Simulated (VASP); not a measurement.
# C (Fd-3m) in VASP: a series of runs, part 2 of 3

VASP 6.6.1. The steps go on from the part before.

## Step 3: Electric field gradients, LDA (volume scaled by 0.99)

Contents of INCAR:

```
  ALGO = Normal
  EDIFF = 1E-8
  ENCUT = 520
  GGA = CA
  ISIF = 2
  ISMEAR = -1
  LASPH = True
  LCHARG = False
  LEFG = True
  LREAL = False
  LWAVE = False
  NBANDS = 11
  NELM = 80
  PREC = Accurate
  SIGMA = 0.08
```

Contents of KPOINTS:

```
k-points
0
Gamma
  20 20 20
```

Contents of POSCAR:

```
C
1.0
    0.0000000000      1.7774354070      1.7774354070
    1.7774354070      0.0000000000      1.7774354070
    1.7774354070      1.7774354070      0.0000000000
C
2
Direct
    0.5000000000      0.5000000000      0.5000000000
    0.7500000000      0.7500000000      0.7500000000
```

Potentials or basis: VASP PAW LDA potentials, release 64 (C).

Command:

```bash
$ cat potpaw_LDA.64/C/POTCAR > POTCAR
$ mpirun -np 1 vasp_std > vasp.out
```

OUTCAR:

```text
EDIFF = 1E-8
   ENCUT = 520
   GGA = CA
   ISIF = 2
   ISMEAR = -1
   LASPH = True
   LREAL = False
   NELM = 80
   PREC = Accurate

 ion  position               nearest neighbor table
   1  0.500  0.500  0.500-   2 1.54   2 1.54   2 1.54   2 1.54
   2  0.750  0.750  0.750-   1 1.54   1 1.54   1 1.54   1 1.54

  LATTYP: Found a face centered cubic cell.
 ALAT       =     3.5548708140

  Lattice vectors:

 A1 = (   0.0000000000,   1.7774354070,   1.7774354070)
 A2 = (   1.7774354070,   0.0000000000,   1.7774354070)
 A3 = (   1.7774354070,   1.7774354070,   0.0000000000)

Analysis of symmetry for initial positions (statically):
=====================================================================
 Subroutine PRICEL returns:
 Original cell was already a primitive cell.

 Routine SETGRP: Setting up the symmetry group for a
 face centered cubic supercell.

 Subroutine GETGRP returns: Found 48 space group operations
 (whereof 24 operations were pure point group operations)
 out of a pool of 48 trial point group operations.

The static configuration has the point symmetry T_d .
 The point group associated with its full space group is O_h .

Analysis of symmetry for dynamics (positions and initial velocities):
=====================================================================
 Subroutine PRICEL returns:
 Original cell was already a primitive cell.

 Routine SETGRP: Setting up the symmetry group for a
 face centered cubic supercell.

 Subroutine GETGRP returns: Found 48 space group operations
 (whereof 24 operations were pure point group operations)
 out of a pool of 48 trial point group operations.

The dynamic configuration has the point symmetry T_d .
 The point group associated with its full space group is O_h .

 Subroutine INISYM returns: Found 48 space group operations
 (whereof 24 operations are pure point group operations),
 and found     1 'primitive' translations

----------------------------------------------------------------------------------------

                                     Primitive cell

  volume of cell :      11.2308

  direct lattice vectors                    reciprocal lattice vectors
     0.000000000  1.777435407  1.777435407    -0.281304175  0.281304175  0.281304175
     1.777435407  0.000000000  1.777435407     0.281304175 -0.281304175  0.281304175
     1.777435407  1.777435407  0.000000000     0.281304175  0.281304175 -0.281304175

  length of vectors
     2.513673259  2.513673259  2.513673259     0.487233123  0.487233123  0.487233123

  position of ions in fractional coordinates (direct lattice)
     0.500000000  0.500000000  0.500000000
     0.750000000  0.750000000  0.750000000

  ion indices of the primitive-cell ions
   primitive index   ion index
                 1           1
                 2           2

----------------------------------------------------------------------------------------

 KPOINTS: k-points

Automatic generation of k-mesh.
 Grid dimensions read from file:
 generate k-points for:   20   20   20

[... 73 lines left out ...]
   PSTRESS=    0.0 pullay stress
   NELECT =       8.0000    total number of electrons
   NUPDOWN=      -1.0000    fix difference up-down
   EMIN   =  10.00;   EMAX   =-10.00  energy-range for DOS
   EFERMI =   0.00;   METHOD = LEGACY
   ISMEAR =    -1;   SIGMA  =   0.08  broadening in eV -4-tet -1-fermi 0-gaus
   EFERMI_NEDOS =   21; number of points for ismear=-14 and -15
   IALGO  =     38    algorithm
   IMIX   =      4    mixing-type and parameters
     AMIX     =   0.40;   BMIX     =  1.00
     AMIX_MAG =   1.60;   BMIX_MAG =  1.00
  volume/ion in A,a.u.               =       5.62        37.89
  Fermi-wavevector in a.u.,A,eV,Ry     =   1.462068  2.762909 29.084409  2.137644
  Thomas-Fermi vector in A             =   2.578325
   LORBIT       =      0    0 simple, 1 ext, 2 COOP (PROOUT), +10 PAW based schemes
   GGA     = CA    functional components
   LHFCALC =     F    Hartree Fock is set to
   AEXX    =    0.0000 exact exchange contribution
   IVDW    =     0    specifies the selected vdW correction
   LEPSILON=     F    determine dielectric tensor
   LRPA    =     F    only Hartree local field effects (RPA)
 non-spin polarized calculation
  energy-cutoff  :      520.00
  volume of cell :       11.23
 maximum number of plane-waves:       318
   NGX =  9   NGY =  9   NGZ =  9

 number of electron       7.9999999 magnetization

 Free energy of the ion-electron system (eV)
  ---------------------------------------------------
  ext. energy  EPLUGINS =         0.00000000
  ---------------------------------------------------
  free energy    TOTEN  =       -20.24171550 eV

  energy without entropy =      -20.24171550  energy(sigma->0) =      -20.24171550

 E-fermi :  11.2708     XC(G=0): -13.5480

 val. band max:        9.8706474484   @ k =   0.0000   0.0000   0.0000
 cond. band min:      13.9973137695   @ k =   0.3500   0.3500   0.0000
 fundamental gap:      4.1266663211
 Fermi energy:        11.2708325092

 k-point     1 :       0.0000    0.0000    0.0000
  band No.  band energies     occupation
      1     -11.5817      2.00000
      2       9.8706      2.00000
      3       9.8706      2.00000
      4       9.8706      2.00000
      5      15.4413      0.00000
      6      15.4413      0.00000
      7      15.4413      0.00000
      8      23.6563      0.00000
      9      29.0058      0.00000
     10      36.6125      0.00000
     11      36.6125      0.00000
[... 309 lines left out ...]
 k-point    24 :      -0.3500    0.0500    0.0000
  band No.  band energies     occupation
      1      -7.8674      2.00000
      2      -0.5054      2.00000
      3       6.8472      2.00000
      4       7.5106      2.00000
      5      18.1273      0.00000
      6      18.4356      0.00000
      7      18.9877      0.00000
      8      25.0783      0.00000
      9      30.7791      0.00000
     10      32.7243      0.00000
     11      34.1797      0.00000

 [... further k-points ...]
[... 5 lines left out ...]
  --------------------------------------------------------------------------------------
  -------------------------------------------------------------------------------------
  Total       -0.5125908     -0.5125908     -0.5125908     -0.0000000     -0.0000000      0.0000000
  in kB      -73.1256804    -73.1256804    -73.1256804     -0.0000000     -0.0000000      0.0000000
  external PRESSURE =     -73.1256804 kB  Pullay stress =       0.0000000 kB

 VOLUME and BASIS-vectors are now :
 -----------------------------------------------------------------------------
  energy-cutoff  :      520.00
  volume of cell :       11.23
      direct lattice vectors                 reciprocal lattice vectors
     0.000000000  1.777435407  1.777435407    -0.281304175  0.281304175  0.281304175
     1.777435407  0.000000000  1.777435407     0.281304175 -0.281304175  0.281304175
     1.777435407  1.777435407  0.000000000     0.281304175  0.281304175 -0.281304175

 POSITION                                       TOTAL-FORCE (eV/Angst)
 -----------------------------------------------------------------------------------
      1.77744      1.77744      1.77744         0.000000      0.000000      0.000000
      2.66615      2.66615      2.66615        -0.000000     -0.000000     -0.000000
 -----------------------------------------------------------------------------------
    total drift:                                0.000000     -0.000000      0.000000

  FREE ENERGIE OF THE ION-ELECTRON SYSTEM (eV)
  ---------------------------------------------------
  free  energy   TOTEN  =       -20.2417155019 eV

  energy  without entropy=      -20.2417155018  energy(sigma->0) =      -20.24171550

 Electric field gradients (V/A^2)
---------------------------------------------------------------------
 ion       V_xx      V_yy      V_zz      V_xy      V_xz      V_yz
---------------------------------------------------------------------
   1      -0.000     0.000     0.000    -0.000    -0.000    -0.000
   2      -0.000     0.000     0.000    -0.000    -0.000    -0.000
---------------------------------------------------------------------

 Electric field gradients after diagonalization (V/A^2)
 (convention: |V_zz| > |V_xx| > |V_yy|)
----------------------------------------------------------------------
 ion       V_xx      V_yy      V_zz     asymmetry (V_yy - V_xx)/ V_zz
----------------------------------------------------------------------
   1       0.000     0.000    -0.000       0.000
   2       0.000     0.000    -0.000       0.000
----------------------------------------------------------------------

           NMR quadrupolar parameters

 Cq : quadrupolar parameter    Cq=e*Q*V_zz/h
 eta: asymmetry parameters     (V_yy - V_xx)/ V_zz
 Q  : nuclear electric quadrupole moment in mb (millibarn)
----------------------------------------------------------------------
 ion       Cq(MHz)       eta       Q (mb)
----------------------------------------------------------------------
   1      -0.000       0.000       1.000
   2      -0.000       0.000       1.000
----------------------------------------------------------------------
```

stdout:

```text
POSCAR found type information on POSCAR C
 POSCAR found :  1 types and       2 ions
 scaLAPACK will be used
 LDA part: xc-table for (Slater(with rela. corr.)+CA(PZ))
 , standard interpolation
 POSCAR, INCAR and KPOINTS ok, starting setup
 FFT: planning ... GRIDC
 FFT: planning ... GRID_SOFT
 FFT: planning ... GRID
 WAVECAR not read
 entering main loop
ion   1

ion   2
```

Wall time 20 s (1 thread of AMD EPYC 9R14 (Zen 4), shared host); peak memory 0.1 GiB.

What came out:

```
Free energy            : -20.2417 eV
Pressure               : -7.3 GPa
Band gap on the k mesh : 4.13 eV, indirect (least direct gap 5.57 eV)
```

Caveat: without QUAD_EFG the Cq values of the log hold for a quadrupole moment of 1 mb, not for the nuclei. A k mesh can miss the band edges.

## Step 4: Electric field gradients, LDA (volume scaled by 0.99)

Contents of INCAR:

```
SYSTEM = C
PREC = Accurate ; ENCUT = 520
EDIFF = 1E-8 ; ISMEAR = -1
SIGMA = 0.08 ; LREAL = .False.
LASPH = .True. ; NELM = 60
ALGO = Normal ; ISIF = 2
LWAVE = .False. ; LCHARG = .False.
LEFG = .True. ; NBANDS = 11
```

Contents of KPOINTS:

```
regular mesh
0
Gamma
  20 20 20
  0 0 0
```

POSCAR is that of step 3.

Potentials or basis: VASP PAW LDA potentials, release 64 (C).

Command:

```bash
$ cat potpaw_LDA.64/C/POTCAR > POTCAR
$ mpirun -np 1 vasp_std > vasp.out
```

OUTCAR:

```text
SYSTEM = C
   PREC = Accurate
   ENCUT = 520
   EDIFF = 1E-8
   ISMEAR = -1
   LREAL = .False.
   LASPH = .True.
   NELM = 60
   ISIF = 2

 ion  position               nearest neighbor table
   1  0.500  0.500  0.500-   2 1.54   2 1.54   2 1.54   2 1.54
   2  0.750  0.750  0.750-   1 1.54   1 1.54   1 1.54   1 1.54

  LATTYP: Found a face centered cubic cell.
 ALAT       =     3.5548708140

  Lattice vectors:

 A1 = (   0.0000000000,   1.7774354070,   1.7774354070)
 A2 = (   1.7774354070,   0.0000000000,   1.7774354070)
 A3 = (   1.7774354070,   1.7774354070,   0.0000000000)

Analysis of symmetry for initial positions (statically):
=====================================================================
 Subroutine PRICEL returns:
 Original cell was already a primitive cell.

 Routine SETGRP: Setting up the symmetry group for a
 face centered cubic supercell.

 Subroutine GETGRP returns: Found 48 space group operations
 (whereof 24 operations were pure point group operations)
 out of a pool of 48 trial point group operations.

The static configuration has the point symmetry T_d .
 The point group associated with its full space group is O_h .

Analysis of symmetry for dynamics (positions and initial velocities):
=====================================================================
 Subroutine PRICEL returns:
 Original cell was already a primitive cell.

 Routine SETGRP: Setting up the symmetry group for a
 face centered cubic supercell.

 Subroutine GETGRP returns: Found 48 space group operations
 (whereof 24 operations were pure point group operations)
 out of a pool of 48 trial point group operations.

The dynamic configuration has the point symmetry T_d .
 The point group associated with its full space group is O_h .

 Subroutine INISYM returns: Found 48 space group operations
 (whereof 24 operations are pure point group operations),
 and found     1 'primitive' translations

----------------------------------------------------------------------------------------

                                     Primitive cell

  volume of cell :      11.2308

  direct lattice vectors                    reciprocal lattice vectors
     0.000000000  1.777435407  1.777435407    -0.281304175  0.281304175  0.281304175
     1.777435407  0.000000000  1.777435407     0.281304175 -0.281304175  0.281304175
     1.777435407  1.777435407  0.000000000     0.281304175  0.281304175 -0.281304175

  length of vectors
     2.513673259  2.513673259  2.513673259     0.487233123  0.487233123  0.487233123

  position of ions in fractional coordinates (direct lattice)
     0.500000000  0.500000000  0.500000000
     0.750000000  0.750000000  0.750000000

  ion indices of the primitive-cell ions
   primitive index   ion index
                 1           1
                 2           2

----------------------------------------------------------------------------------------

 KPOINTS: regular mesh

Automatic generation of k-mesh.
 Grid dimensions read from file:
 generate k-points for:   20   20   20

 Generating k-lattice:
[... 73 lines left out ...]
   NELECT =       8.0000    total number of electrons
   NUPDOWN=      -1.0000    fix difference up-down
   EMIN   =  10.00;   EMAX   =-10.00  energy-range for DOS
   EFERMI =   0.00;   METHOD = LEGACY
   ISMEAR =    -1;   SIGMA  =   0.08  broadening in eV -4-tet -1-fermi 0-gaus
   EFERMI_NEDOS =   21; number of points for ismear=-14 and -15
   IALGO  =     38    algorithm
   IMIX   =      4    mixing-type and parameters
     AMIX     =   0.40;   BMIX     =  1.00
     AMIX_MAG =   1.60;   BMIX_MAG =  1.00
  volume/ion in A,a.u.               =       5.62        37.89
  Fermi-wavevector in a.u.,A,eV,Ry     =   1.462068  2.762909 29.084409  2.137644
  Thomas-Fermi vector in A             =   2.578325
   LORBIT       =      0    0 simple, 1 ext, 2 COOP (PROOUT), +10 PAW based schemes
   GGA     = CA    functional components
   LHFCALC =     F    Hartree Fock is set to
   AEXX    =    0.0000 exact exchange contribution
   IVDW    =     0    specifies the selected vdW correction
   LEPSILON=     F    determine dielectric tensor
   LRPA    =     F    only Hartree local field effects (RPA)
 non-spin polarized calculation
  energy-cutoff  :      520.00
  volume of cell :       11.23
 maximum number of plane-waves:       318
   NGX =  9   NGY =  9   NGZ =  9

 number of electron       7.9999999 magnetization

 Free energy of the ion-electron system (eV)
  ---------------------------------------------------
  ext. energy  EPLUGINS =         0.00000000
  ---------------------------------------------------
  free energy    TOTEN  =       -20.24171550 eV

  energy without entropy =      -20.24171550  energy(sigma->0) =      -20.24171550

 E-fermi :  11.2708     XC(G=0): -13.5480

 val. band max:        9.8706474484   @ k =   0.0000   0.0000   0.0000
 cond. band min:      13.9973137695   @ k =   0.3500   0.3500   0.0000
 fundamental gap:      4.1266663211
 Fermi energy:        11.2708325092

 k-point     1 :       0.0000    0.0000    0.0000
  band No.  band energies     occupation
      1     -11.5817      2.00000
      2       9.8706      2.00000
      3       9.8706      2.00000
      4       9.8706      2.00000
      5      15.4413      0.00000
      6      15.4413      0.00000
      7      15.4413      0.00000
      8      23.6563      0.00000
      9      29.0058      0.00000
     10      36.6125      0.00000
     11      36.6125      0.00000
[... 309 lines left out ...]
 k-point    24 :      -0.3500    0.0500    0.0000
  band No.  band energies     occupation
      1      -7.8674      2.00000
      2      -0.5054      2.00000
      3       6.8472      2.00000
      4       7.5106      2.00000
      5      18.1273      0.00000
      6      18.4356      0.00000
      7      18.9877      0.00000
      8      25.0783      0.00000
      9      30.7791      0.00000
     10      32.7243      0.00000
     11      34.1797      0.00000

 [... further k-points ...]
[... 5 lines left out ...]
  --------------------------------------------------------------------------------------
  -------------------------------------------------------------------------------------
  Total       -0.5125908     -0.5125908     -0.5125908     -0.0000000     -0.0000000      0.0000000
  in kB      -73.1256804    -73.1256804    -73.1256804     -0.0000000     -0.0000000      0.0000000
  external PRESSURE =     -73.1256804 kB  Pullay stress =       0.0000000 kB

 VOLUME and BASIS-vectors are now :
 -----------------------------------------------------------------------------
  energy-cutoff  :      520.00
  volume of cell :       11.23
      direct lattice vectors                 reciprocal lattice vectors
     0.000000000  1.777435407  1.777435407    -0.281304175  0.281304175  0.281304175
     1.777435407  0.000000000  1.777435407     0.281304175 -0.281304175  0.281304175
     1.777435407  1.777435407  0.000000000     0.281304175  0.281304175 -0.281304175

 POSITION                                       TOTAL-FORCE (eV/Angst)
 -----------------------------------------------------------------------------------
      1.77744      1.77744      1.77744         0.000000      0.000000      0.000000
      2.66615      2.66615      2.66615        -0.000000     -0.000000     -0.000000
 -----------------------------------------------------------------------------------
    total drift:                                0.000000     -0.000000      0.000000

  FREE ENERGIE OF THE ION-ELECTRON SYSTEM (eV)
  ---------------------------------------------------
  free  energy   TOTEN  =       -20.2417155019 eV

  energy  without entropy=      -20.2417155018  energy(sigma->0) =      -20.24171550

 Electric field gradients (V/A^2)
---------------------------------------------------------------------
 ion       V_xx      V_yy      V_zz      V_xy      V_xz      V_yz
---------------------------------------------------------------------
   1      -0.000     0.000     0.000    -0.000    -0.000    -0.000
   2      -0.000     0.000     0.000    -0.000    -0.000    -0.000
---------------------------------------------------------------------

 Electric field gradients after diagonalization (V/A^2)
 (convention: |V_zz| > |V_xx| > |V_yy|)
----------------------------------------------------------------------
 ion       V_xx      V_yy      V_zz     asymmetry (V_yy - V_xx)/ V_zz
----------------------------------------------------------------------
   1       0.000     0.000    -0.000       0.000
   2       0.000     0.000    -0.000       0.000
----------------------------------------------------------------------

           NMR quadrupolar parameters

 Cq : quadrupolar parameter    Cq=e*Q*V_zz/h
 eta: asymmetry parameters     (V_yy - V_xx)/ V_zz
 Q  : nuclear electric quadrupole moment in mb (millibarn)
----------------------------------------------------------------------
 ion       Cq(MHz)       eta       Q (mb)
----------------------------------------------------------------------
   1      -0.000       0.000       1.000
   2      -0.000       0.000       1.000
----------------------------------------------------------------------
```

stdout:

```text
POSCAR found type information on POSCAR C
 POSCAR found :  1 types and       2 ions
 scaLAPACK will be used
 LDA part: xc-table for (Slater(with rela. corr.)+CA(PZ))
 , standard interpolation
 POSCAR, INCAR and KPOINTS ok, starting setup
 FFT: planning ... GRIDC
 FFT: planning ... GRID_SOFT
 FFT: planning ... GRID
 WAVECAR not read
 entering main loop
ion   1

ion   2
```

Wall time 20 s (1 thread of AMD EPYC 9R14 (Zen 4), shared host); peak memory 0.1 GiB.

Results:

```
Free energy            : -20.2417 eV
Pressure               : -7.3 GPa
Band gap on the k mesh : 4.13 eV, indirect (least direct gap 5.57 eV)
```

Caveat: without QUAD_EFG the Cq values of the log hold for a quadrupole moment of 1 mb, not for the nuclei.

(Continued in part 3 of 3.)
